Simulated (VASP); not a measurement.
## YP2Pd2: single point with LDA

The system is YP2Pd2.

```
CELL_PARAMETERS angstrom
-2.00645 2.00645 4.86704
2.00645 -2.00645 4.86704
2.00645 2.00645 -4.86704
ATOMIC_POSITIONS crystal
Y 0.00000 0.00000 0.00000
P 0.38829 0.38829 0.00000
P 0.61171 0.61171 0.00000
Pd 0.75000 0.25000 0.50000
Pd 0.25000 0.75000 0.50000
```

```json
{"Program": "VASP 6.6.1", "Task": "single point", "Functional": "LDA", "Potentials or basis": "VASP PAW LDA potentials, release 64 (Y_sv, P, Pd)", "Cutoff": "520 eV", "k mesh": "12 × 12 × 12", "Occupations": "gaussian, width 0.1 eV", "Spin": "no spin polarisation", "Dipole correction": "no", "Further INCAR settings": "ALGO = Normal; EDIFF = 1e-07; NBANDS = 28"}
```

```
Pressure      : 0.3 GPa
Largest force : 0.064 eV/Å
```

Forces on the atoms (eV/Å):
```
Y    0.000  0.000  0.000
P    0.000  0.000  0.064
P    0.000  0.000 -0.064
Pd   0.000  0.000  0.000
Pd   0.000  0.000  0.000
```

Stress tensor (GPa, compression positive):
```
0.31 0.00 0.00
0.00 0.31 0.00
0.00 0.00 0.21
```

Levels at points of the mesh, in eV from the Fermi level:
| k point | band 19 | band 20 | band 21 | band 22 | band 23 | band 24 |
| --- | --- | --- | --- | --- | --- | --- |
| (0.00, 0.00, 0.00) | -1.39 | -1.34 | -0.52 | -0.52 | 1.66 | 1.89 |
| (0.50, 0.00, 0.00) | -1.91 | -0.06 | 0.56 | 1.34 | 2.04 | 2.14 |
| (0.50, 0.50, 0.00) | -2.67 | -1.25 | -0.77 | 1.17 | 2.96 | 3.16 |
| (0.50, 0.50, 0.50) | -1.39 | 0.30 | 1.29 | 1.54 | 1.83 | 2.21 |

It took 4.9 min on 1 thread of Intel(R) Xeon(R) Platinum 8488C (Sapphire Rapids), with other jobs on the host, peak memory 0.51 GiB.
